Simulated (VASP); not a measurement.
Set up this calculation in VASP 6.6.1, as the native input.

```yaml
Task: relaxation of cell and atoms
Functional: PBE
Potentials_or_basis: VASP PAW PBE potentials, release 64 (Nd_3, Ag, O), 4f in core
Cutoff: 600 eV
k_mesh: 10 × 10 × 10
Occupations: gaussian, width 0.1 eV
Spin: no spin polarisation
Dipole_correction: no
Mended: yes
Further_INCAR_settings: ALGO = Normal; EDIFF = 1e-07; IBRION = 2; EDIFFG = -0.01; NSW = 100; ISIF = 3
```

The structure of NdAgO4 lies in POSCAR:

```
NdAgO4
1.0
    0.0000000000      3.2947939652      3.2947939652
    3.2947939652      0.0000000000      3.2947939652
    3.2947939652      3.2947939652      0.0000000000
Nd Ag O
1 1 4
Direct
    0.2500000000      0.2500000000      0.2500000000
    0.0000000000      0.0000000000      0.0000000000
    0.6238452037      0.6238452037      0.6238452037
    0.6238452037      0.6238452037      0.1284643888
    0.6238452037      0.1284643888      0.6238452037
    0.1284643888      0.6238452037      0.6238452037
```

The cell was built from a structure type or drawn by symmetry, and may not be a known phase.

These files were run (other wordings do the same):

INCAR

```
SYSTEM = NdAgO4
ALGO     = Normal         ! electronic algorithm
EDIFF    = 1E-7           ! SCF threshold, eV
EDIFFG   = -0.01          ! ionic threshold
ENCUT    = 600            ! plane-wave cutoff, eV
GGA      = PE             ! functional
GGA_COMPAT= .FALSE.      
IBRION   = 2              ! ionic algorithm
ISIF     = 3              ! what is computed and relaxed
ISMEAR   = 0              ! smearing method
LASPH    = .TRUE.         ! aspherical terms in the spheres
LCHARG   = .FALSE.        ! write CHGCAR
LMAXMIX  = 6              ! l up to which the mixer works
LREAL    = .FALSE.        ! projectors in reciprocal space
LWAVE    = .FALSE.        ! write WAVECAR
NELM     = 200            ! most SCF steps
NELMIN   = 4            
NSW      = 100            ! ionic steps
PREC     = Accurate       ! precision mode
SIGMA    = 0.1            ! smearing width, eV
```

KPOINTS

```
k-points
0
G
  10 10 10
  0 0 0
```

Potentials or basis: VASP PAW PBE potentials, release 64 (Nd_3, Ag, O), 4f in core.

Command:

```bash
$ cat potpaw_PBE.64/Nd_3/POTCAR potpaw_PBE.64/Ag/POTCAR potpaw_PBE.64/O/POTCAR > POTCAR
$ mpirun -np 1 vasp_std > vasp.out
```

It gave:

- Relaxed volume: 11.88 Å³/atom
- Relaxed cell: a = 4.653 Å, b = 4.653 Å, c = 4.653 Å, α = 60.00°, β = 60.00°, γ = 60.00°
- Space group after relaxing (to 0.1 Å): F-43m (No. 216)
- Energy gained by relaxing: 0.1 meV/atom
- Ionic steps: 3
- Pressure after relaxing: 0.0 GPa
- Largest force after relaxing: 0.005 eV/Å
- Band gap on the k mesh: zero (bands 23 and 24 overlap by 0.35 eV)

Caveat: spin-orbit coupling is left out, which moves the levels of the heavy elements; the 4f electrons are frozen in the core, so they carry no moment and show no levels; the run has no spin polarisation, though such a crystal can be magnetic.

Run time: 3.1 min on 1 thread of Intel(R) Xeon(R) 6975P-C (Granite Rapids), on a shared host, peak memory 0.33 GiB.
